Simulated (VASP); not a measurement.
# BeSb (P4mm) in VASP: further runs

Runs on BeSb. Level: PBE. Tasks: single point, relaxation of cell and atoms.

Everything below comes from runs of VASP 6.6.1. Logs are shortened: lines on timing, memory, paths and dates and some standing lists are left out, and cuts for length are marked.

## (1) The cell of the first run

The structure is tetragonal, space group P4mm (No. 99). The conventional cell has a = 3.220 Å, b = 3.220 Å, c = 3.339 Å, α = 90.00°, β = 90.00°, γ = 90.00°. Be (site symmetry 4mm) has 8 Sb at 2.60 to 3.08 Å and 6 Be at 3.22 to 3.34 Å within 3.4 Å. Sb (site symmetry 4mm) has 8 Be at 2.60 to 3.08 Å and 6 Sb at 3.22 to 3.34 Å within 3.4 Å.

## (2) Single point, PBE

File INCAR:

```
PREC = Accurate
ENCUT = 520
EDIFF = 1E-6
ISMEAR = 0
SIGMA = 0.1
LREAL = False
LASPH = True
NELM = 100
ALGO = Normal
ISIF = 2
LWAVE = False
LCHARG = False
GGA = PE
NBANDS = 10
```

File KPOINTS:

```
Automatic mesh
0
Gamma
  6 6 6
```

File POSCAR:

```
BeSb
1.0
    3.2204624300      0.0000000000      0.0000000000
    0.0000000000      3.2204624300      0.0000000000
    0.0000000000      0.0000000000      3.3393275900
Be Sb
1 1
Direct
    0.5000000000      0.5000000000      0.5613481100
    0.0000000000      0.0000000000      0.9386518900
```

Potentials or basis: VASP PAW PBE potentials, release 64 (Be, Sb).

Launch:

```
> cat potpaw_PBE.64/Be/POTCAR potpaw_PBE.64/Sb/POTCAR > POTCAR
> mpirun -np 1 vasp_std > vasp.out
```

OUTCAR:

```text
PREC = Accurate
   ENCUT = 520
   EDIFF = 1E-6
   ISMEAR = 0
   LREAL = False
   LASPH = True
   NELM = 100
   ISIF = 2
   GGA = PE

 ion  position               nearest neighbor table
   1  0.500  0.500  0.561-   2 2.60   2 2.60   2 2.60   2 2.60   2 3.08   2 3.08   2 3.08   2 3.08

   2  0.000  0.000  0.939-   1 2.60   1 2.60   1 2.60   1 2.60   1 3.08   1 3.08   1 3.08   1 3.08

  LATTYP: Found a simple tetragonal cell.
 ALAT       =     3.2204624300
 C/A-ratio  =     1.0369093453

  Lattice vectors:

 A1 = (   3.2204624300,   0.0000000000,   0.0000000000)
 A2 = (   0.0000000000,   3.2204624300,   0.0000000000)
 A3 = (   0.0000000000,   0.0000000000,   3.3393275900)

Analysis of symmetry for initial positions (statically):
=====================================================================
 Subroutine PRICEL returns:
 Original cell was already a primitive cell.

 Routine SETGRP: Setting up the symmetry group for a
 simple tetragonal supercell.

 Subroutine GETGRP returns: Found  8 space group operations
 (whereof  8 operations were pure point group operations)
 out of a pool of 16 trial point group operations.

The static configuration has the point symmetry C_4v.

Analysis of symmetry for dynamics (positions and initial velocities):
=====================================================================
 Subroutine PRICEL returns:
 Original cell was already a primitive cell.

 Routine SETGRP: Setting up the symmetry group for a
 simple tetragonal supercell.

 Subroutine GETGRP returns: Found  8 space group operations
 (whereof  8 operations were pure point group operations)
 out of a pool of 16 trial point group operations.

The dynamic configuration has the point symmetry C_4v.

 Subroutine INISYM returns: Found  8 space group operations
 (whereof  8 operations are pure point group operations),
 and found     1 'primitive' translations

----------------------------------------------------------------------------------------

                                     Primitive cell

  volume of cell :      34.6334

  direct lattice vectors                    reciprocal lattice vectors
     3.220462430  0.000000000  0.000000000     0.310514413  0.000000000  0.000000000
     0.000000000  3.220462430  0.000000000     0.000000000  0.310514413  0.000000000
     0.000000000  0.000000000  3.339327590     0.000000000  0.000000000  0.299461485

  length of vectors
     3.220462430  3.220462430  3.339327590     0.310514413  0.310514413  0.299461485

  position of ions in fractional coordinates (direct lattice)
     0.500000000  0.500000000  0.561348110
     0.000000000  0.000000000  0.938651890

  ion indices of the primitive-cell ions
   primitive index   ion index
                 1           1
                 2           2

----------------------------------------------------------------------------------------

 KPOINTS: Automatic mesh

Automatic generation of k-mesh.
 Grid dimensions read from file:
 generate k-points for:    6    6    6

 Generating k-lattice:

  Cartesian coordinates                     Fractional coordinates (reciprocal lattice)
     0.051752402  0.000000000  0.000000000     0.166666667  0.000000000  0.000000000
     0.000000000  0.051752402  0.000000000     0.000000000  0.166666667  0.000000000
     0.000000000  0.000000000  0.049910248     0.000000000  0.000000000  0.166666667

  Length of vectors
     0.051752402  0.051752402  0.049910248

  Shift w.r.t. Gamma in fractional coordinates (k-lattice)
     0.000000000  0.000000000  0.000000000

 Subroutine IBZKPT returns following result:
 ===========================================

 Found     40 irreducible k-points:

 Following reciprocal coordinates:
            Coordinates               Weight
  0.000000  0.000000  0.000000      1.000000
  0.166667  0.000000  0.000000      4.000000
  0.333333  0.000000  0.000000      4.000000
  0.500000  0.000000  0.000000      2.000000
  0.166667  0.166667  0.000000      4.000000
  0.333333  0.166667  0.000000      8.000000
[... 16 lines left out ...]
  0.333333  0.000000  0.333333      8.000000
  0.500000  0.000000  0.333333      4.000000
 [... further k-points ...]
   k-points           NKPTS =     40   k-points in BZ     NKDIM =     40   number of bands    NBANDS=     10
   number of dos      NEDOS =    301   number of ions     NIONS =      2
   total plane-waves  NPLWV =  16128
   dimension x,y,z NGX =    24 NGY =   24 NGZ =   28
   dimension x,y,z NGXF=    48 NGYF=   48 NGZF=   56
   ions per type =               1   1
   NGX,Y,Z   is equivalent  to a cutoff of  12.39, 12.39, 13.94 a.u.
   NGXF,Y,Z  is equivalent  to a cutoff of  24.78, 24.78, 27.88 a.u.
 SYSTEM =  unknown system
   PREC   = accura    normal or accurate (medium, high low for compatibility)
   ISTART =      0    job   : 0-new  1-cont  2-samecut
   ICHARG =      2    charge: 1-file 2-atom 10-const
   ISPIN  =      1    spin polarized calculation?
   LNONCOLLINEAR =      F non collinear calculations
   LSORBIT =      F    spin-orbit coupling
   LASPH  =      T    aspherical Exc in radial PAW
   ENCUT  =  520.0 eV  38.22 Ry    6.18 a.u.   5.99  5.99  6.21*2*pi/ulx,y,z
   NELM   =    100;   NELMIN=  2; NELMDL= -5     # of ELM steps
   EDIFF  = 0.1E-05   stopping-criterion for ELM
   LREAL  =      F    real-space projection
   EDIFFG = 0.1E-04   stopping-criterion for IOM
   NSW    =      0    number of steps for IOM
   IBRION =     -1    ionic relax: 0-MD 1-quasi-New 2-CG
   NFREE  =      0    steps in history (QN), initial steepest desc. (CG)
   ISIF   =      2    stress and relaxation
   ISYM   =      2    0-nonsym 1-usesym 2-fastsym
   POTIM  = 0.5000    time-step for ionic-motion
   TEBEG  =    0.0;   TEEND  =   0.0 temperature during run
   PSTRESS=    0.0 pullay stress
   NELECT =       7.0000    total number of electrons
   NUPDOWN=      -1.0000    fix difference up-down
   EMIN   =  10.00;   EMAX   =-10.00  energy-range for DOS
   EFERMI =   0.00;   METHOD = LEGACY
   ISMEAR =     0;   SIGMA  =   0.10  broadening in eV -4-tet -1-fermi 0-gaus
   EFERMI_NEDOS =   21; number of points for ismear=-14 and -15
   IALGO  =     38    algorithm
   IMIX   =      4    mixing-type and parameters
     AMIX     =   0.40;   BMIX     =  1.00
     AMIX_MAG =   1.60;   BMIX_MAG =  1.00
  volume/ion in A,a.u.               =      17.32       116.86
  Fermi-wavevector in a.u.,A,eV,Ry     =   0.960747  1.815548 12.558649  0.923035
  Thomas-Fermi vector in A             =   2.090058
   LORBIT       =      0    0 simple, 1 ext, 2 COOP (PROOUT), +10 PAW based schemes
   GGA     = PE    functional components
   LHFCALC =     F    Hartree Fock is set to
   AEXX    =    0.0000 exact exchange contribution
   IVDW    =     0    specifies the selected vdW correction
   LEPSILON=     F    determine dielectric tensor
   LRPA    =     F    only Hartree local field effects (RPA)
 non-spin polarized calculation
 Gauss-broadening in eV      SIGMA  =   0.10
  energy-cutoff  :      520.00
  volume of cell :       34.63
 maximum number of plane-waves:       948
 NGX is ok and might be reduce to    24
   NGX = 11   NGY = 11   NGZ = 13

 number of electron       7.0000000 magnetization

 Free energy of the ion-electron system (eV)
  ---------------------------------------------------
  ext. energy  EPLUGINS =         0.00000000
  ---------------------------------------------------
  free energy    TOTEN  =        -6.35043977 eV

  energy without entropy =       -6.34419080  energy(sigma->0) =       -6.34731529

 E-fermi :   8.4926     XC(G=0): -10.4006

 val. band max:        8.4639489531   @ k =   0.5000   0.3333   0.3333
 cond. band min:       8.5734572677   @ k =   0.5000   0.1667   0.0000
 fundamental gap:      0.1095083146
 Fermi energy:         8.4926087054

 k-point     1 :       0.0000    0.0000    0.0000
  band No.  band energies     occupation
      1      -4.6279      2.00000
      2       8.3386      1.97062
      3       8.6039      0.11559
      4       8.6039      0.11559
      5      10.7619      0.00000
      6      12.7907      0.00000
      7      13.3788      0.00000
      8      19.1061      0.00000
      9      19.1061      0.00000
     10      20.0272      0.00000

 k-point     2 :       0.1667    0.0000    0.0000
  band No.  band energies     occupation
      1      -4.2591      2.00000
      2       5.9600      2.00000
      3       8.7312      0.00074
      4       9.0390      0.00000
      5      11.0762      0.00000
      6      13.3144      0.00000
      7      16.0806      0.00000
      8      17.7500      0.00000
      9      18.2239      0.00000
     10      18.3740      0.00000

 k-point     3 :       0.3333    0.0000    0.0000
  band No.  band energies     occupation
      1      -3.2255      2.00000
      2       2.6848      2.00000
      3       9.8001      0.00000
      4      10.3065      0.00000
      5      11.6850      0.00000
      6      14.1508      0.00000
      7      15.0344      0.00000
      8      15.7439      0.00000
      9      16.0311      0.00000
     10      18.4554      0.00000

 k-point     4 :       0.5000    0.0000    0.0000
  band No.  band energies     occupation
      1      -2.2892      2.00000
      2       0.9573      2.00000
      3      10.7271      0.00000
      4      11.9608      0.00000
      5      12.1301      0.00000
      6      12.8047      0.00000
      7      13.8743      0.00000
      8      15.1420      0.00000
      9      15.8537      0.00000
     10      16.3660      0.00000
[... 222 lines left out ...]
 k-point    22 :       0.1667    0.0000    0.3333
  band No.  band energies     occupation
      1      -3.0633      2.00000
      2       2.9756      2.00000
      3       7.1973      2.00000
      4      10.3262      0.00000
      5      12.0557      0.00000
      6      14.1550      0.00000
      7      15.4344      0.00000
      8      16.6330      0.00000
      9      17.2896      0.00000
     10      20.4484      0.00000

 k-point    23 :       0.3333    0.0000    0.3333
  band No.  band energies     occupation
      1      -2.0004      2.00000
      2       3.7645      2.00000
      3       4.0995      2.00000
      4       9.2323      0.00000
      5      11.5156      0.00000
      6      14.7970      0.00000
      7      14.9825      0.00000
      8      16.7365      0.00000
      9      19.6465      0.00000
     10      20.0656      0.00000

 k-point    24 :       0.5000    0.0000    0.3333
  band No.  band energies     occupation
      1      -1.0097      2.00000
      2       2.0596      2.00000
      3       4.9647      2.00000
      4       7.6251      2.00000
      5      13.0931      0.00000
      6      13.4891      0.00000
      7      15.7006      0.00000
      8      16.0603      0.00000
      9      20.0712      0.00000
     10      20.3270      0.00000

 [... further k-points ...]

------------------------ aborting loop because EDIFF is reached ----------------------------------------

  FORCE on cell =-STRESS in cart. coord.  units (eV):
  Direction    XX          YY          ZZ          XY          YZ          ZX
  --------------------------------------------------------------------------------------
  -------------------------------------------------------------------------------------
  Total        1.9564269      1.9564269      1.0085592      0.0000000      0.0000000      0.0000000
  in kB       90.5062800     90.5062800     46.6569621      0.0000000      0.0000000      0.0000000
  external PRESSURE =      75.8898407 kB  Pullay stress =       0.0000000 kB

 VOLUME and BASIS-vectors are now :
 -----------------------------------------------------------------------------
  energy-cutoff  :      520.00
  volume of cell :       34.63
      direct lattice vectors                 reciprocal lattice vectors
     3.220462430  0.000000000  0.000000000     0.310514413  0.000000000  0.000000000
     0.000000000  3.220462430  0.000000000     0.000000000  0.310514413  0.000000000
     0.000000000  0.000000000  3.339327590     0.000000000  0.000000000  0.299461485

 POSITION                                       TOTAL-FORCE (eV/Angst)
 -----------------------------------------------------------------------------------
      1.61023      1.61023      1.87453         0.000000     -0.000000     -0.378934
      0.00000      0.00000      3.13447         0.000000      0.000000      0.378934
 -----------------------------------------------------------------------------------
    total drift:                               -0.000000      0.000000      0.000085

  FREE ENERGIE OF THE ION-ELECTRON SYSTEM (eV)
  ---------------------------------------------------
  free  energy   TOTEN  =        -6.3504397735 eV

  energy  without entropy=       -6.3441907992  energy(sigma->0) =       -6.34731529
```

Run time: 8.8 s. Hardware: 1 thread of Intel Xeon Platinum 8559C (Emerald Rapids), shared host; peak memory 0.15 GiB.

Results:

* Free energy: -6.3504 eV
* Pressure: 7.6 GPa
* Largest force: 0.379 eV/Å
* Band gap on the k mesh: zero (an odd number of electrons rules out a gap without spin polarisation)

Forces on the atoms (eV/Å):
```
Be   0.000  0.000 -0.379
Sb   0.000  0.000  0.379
```

Stress tensor (GPa, compression positive):
```
9.05 0.00 0.00
0.00 9.05 0.00
0.00 0.00 4.67
```

Caveat: the cell stands under pressure; spin-orbit coupling is left out, which moves the levels of the heavy elements.

## (3) Single point, PBE

This run uses another cell than the first one, of 18.70 Å³/atom.

File INCAR:

```
ALGO     = Normal         # electronic algorithm
EDIFF    = 1E-6           # SCF threshold, eV
ENCUT    = 520            # plane-wave cutoff, eV
GGA      = PE             # functional
ISIF     = 2              # what is computed and relaxed
ISMEAR   = 0              # smearing method
LASPH    = T              # aspherical terms in the spheres
LCHARG   = F              # write CHGCAR
LREAL    = F              # projectors in reciprocal space
LWAVE    = F              # write WAVECAR
NBANDS   = 10             # bands
NELM     = 80             # most SCF steps
PREC     = Accurate       # precision mode
SIGMA    = 0.1            # smearing width, eV
```

File KPOINTS:

```
k-points
0
Gamma
  6 6 6
```

File POSCAR:

```
BeSb
1.0
    3.3799207286      0.0000000000      0.0000000000
    0.0000000000      3.3799207286      0.0000000000
    0.0000000000      0.0000000000      3.2744144785
Be Sb
1 1
Direct
    0.5000000000      0.5000000000      0.5502101311
    0.0000000000      0.0000000000      0.9497898689
```

Potentials or basis: VASP PAW PBE potentials, release 64 (Be, Sb).

Launch:

```
> cat potpaw_PBE.64/Be/POTCAR potpaw_PBE.64/Sb/POTCAR > POTCAR
> mpirun -np 1 vasp_std > vasp.out
```

It took 12 s on 1 thread of Intel Xeon Platinum 8559C (Emerald Rapids), shared host; peak memory 0.15 GiB.

Results (log left out):

| Property | Result |
| --- | --- |
| Free energy | -6.4635 eV |
| Pressure | 0.2 GPa |
| Largest force | 0.011 eV/Å |
| Band gap on the k mesh | zero (an odd number of electrons rules out a gap without spin polarisation) |

Forces on the atoms (eV/Å):
```
Be   0.000  0.000 -0.011
Sb   0.000  0.000  0.011
```

Stress tensor (GPa, compression positive):
```
 0.35  0.00  0.00
 0.00  0.35  0.00
 0.00  0.00 -0.18
```

Levels at points of the mesh, in eV from the Fermi level:
| k point | band 1 | band 2 | band 3 | band 4 | band 5 | band 6 | band 7 | band 8 |
| --- | --- | --- | --- | --- | --- | --- | --- | --- |
| (0.00, 0.00, 0.00) | -12.49 | -0.29 | -0.29 | 0.80 | 2.11 | 4.38 | 4.54 | 9.62 |
| (0.50, 0.00, 0.00) | -10.56 | -7.04 | 2.50 | 2.92 | 3.76 | 4.34 | 4.84 | 6.19 |
| (0.50, 0.50, 0.00) | -8.46 | -5.16 | -5.16 | -2.22 | 4.91 | 5.71 | 7.67 | 7.67 |
| (0.00, 0.00, 0.50) | -10.34 | -6.82 | 2.14 | 2.14 | 4.00 | 4.75 | 4.75 | 5.58 |
| (0.50, 0.00, 0.50) | -8.26 | -5.02 | -4.92 | -1.89 | 4.34 | 4.99 | 6.78 | 7.04 |
| (0.50, 0.50, 0.50) | -6.24 | -2.74 | -2.74 | -2.60 | -0.37 | 0.21 | 0.21 | 1.00 |

Caveat: spin-orbit coupling is left out, which moves the levels of the heavy elements.

## (4) Relaxation of cell and atoms, PBE

File INCAR:

```
PREC     = Accurate       # precision mode
ENCUT    = 600            # plane-wave cutoff, eV
EDIFF    = 1E-7           # SCF threshold, eV
ISMEAR   = 0              # smearing method
SIGMA    = 0.1            # smearing width, eV
LREAL    = F              # projectors in reciprocal space
LASPH    = T              # aspherical terms in the spheres
NELM     = 100            # most SCF steps
ALGO     = Normal         # electronic algorithm
ISIF     = 3              # what is computed and relaxed
LWAVE    = F              # write WAVECAR
LCHARG   = F              # write CHGCAR
GGA      = PE             # functional
IBRION   = 2              # ionic algorithm
NSW      = 90             # ionic steps
EDIFFG   = -0.04          # ionic threshold
```

File KPOINTS:

```
Automatic mesh
0
Gamma
  6 6 6
```

File POSCAR:

```
BeSb
1.0
    3.2204624300      0.0000000000      0.0000000000
    0.0000000000      3.2204624300      0.0000000000
    0.0000000000      0.0000000000      3.3393275900
Be Sb
1 1
Direct
    0.5000000000      0.5000000000      0.5613481100
    0.0000000000      0.0000000000      0.9386518900
```

Launch:

```
> cat potpaw_PBE.64/Be/POTCAR potpaw_PBE.64/Sb/POTCAR > POTCAR
> mpirun -np 1 vasp_std > vasp.out
```

Wall time 69 s (1 thread of Intel Xeon Platinum 8559C (Emerald Rapids), shared host); peak memory 0.17 GiB.

It converged, with:

```yaml
Free_energy: -6.4633 eV
Relaxed_volume: 18.80 Å³/atom
Relaxed_cell: a = 3.392 Å, b = 3.392 Å, c = 3.268 Å, α = 90.00°, β = 90.00°, γ = 90.00°
Space_group_after_relaxing_to_0.1_Å: P4mm (No. 99)
Energy_gained_by_relaxing: 56.4 meV/atom
Ionic_steps: 10
Pressure_after_relaxing: 0.0 GPa
Largest_force_after_relaxing: 0.018 eV/Å
Band_gap_on_the_k_mesh: zero (an odd number of electrons rules out a gap without spin polarisation)
```

Forces on the atoms (eV/Å):
```
Be   0.000  0.000 -0.018
Sb   0.000  0.000  0.018
```

Stress tensor (GPa, compression positive):
```
-0.13  0.00  0.00
 0.00 -0.13  0.00
 0.00  0.00  0.18
```

Step by step:
```tsv
step	energy change (eV)	largest force (eV/Å)	pressure (GPa)	volume (Å³)
1	0.0000	0.3790	7.59	34.63
2	-0.0894	0.0023	-1.68	38.90
3	-0.0918	0.0418	-0.54	38.25
4	-0.1056	0.0277	-0.72	38.21
5	-0.1087	0.0130	-0.83	38.18
6	-0.1107	0.0083	-0.97	38.13
7	-0.1110	0.0036	-0.97	38.15
8	-0.1111	0.0044	-0.97	38.14
9	-0.1125	0.0272	0.38	37.38
10	-0.1128	0.0179	-0.02	37.60
```

Final structure:
```
Be Sb
1.0
     3.39193    0.00000    0.00000
     0.00000    3.39193    0.00000
     0.00000    0.00000    3.26829
Be Sb
1 1
Cartesian
  1.6960 1.6960 1.8127
  0.0000 0.0000 3.0897
```

Levels at points of the mesh, in eV from the Fermi level:
| k point | band 1 | band 2 | band 3 | band 4 | band 5 | band 6 | band 7 |
| --- | --- | --- | --- | --- | --- | --- | --- |
| (0.00, 0.00, 0.00) | -12.42 | -0.30 | -0.30 | 0.97 | 2.10 | 4.37 | 4.54 |
| (0.50, 0.00, 0.00) | -10.52 | -6.98 | 2.46 | 2.96 | 3.74 | 4.41 | 4.92 |
| (0.50, 0.50, 0.00) | -8.46 | -5.12 | -5.12 | -2.20 | 4.98 | 5.80 | 7.79 |
| (0.00, 0.00, 0.50) | -10.26 | -6.72 | 2.07 | 2.07 | 3.97 | 4.86 | 4.86 |
| (0.50, 0.00, 0.50) | -8.22 | -4.95 | -4.84 | -1.81 | 4.30 | 4.97 | 6.76 |
| (0.50, 0.50, 0.50) | -6.23 | -2.73 | -2.73 | -2.58 | -0.33 | 0.34 | 0.34 |

Caveat: spin-orbit coupling is left out, which moves the levels of the heavy elements.

(Part 1 of 2 ends here.)
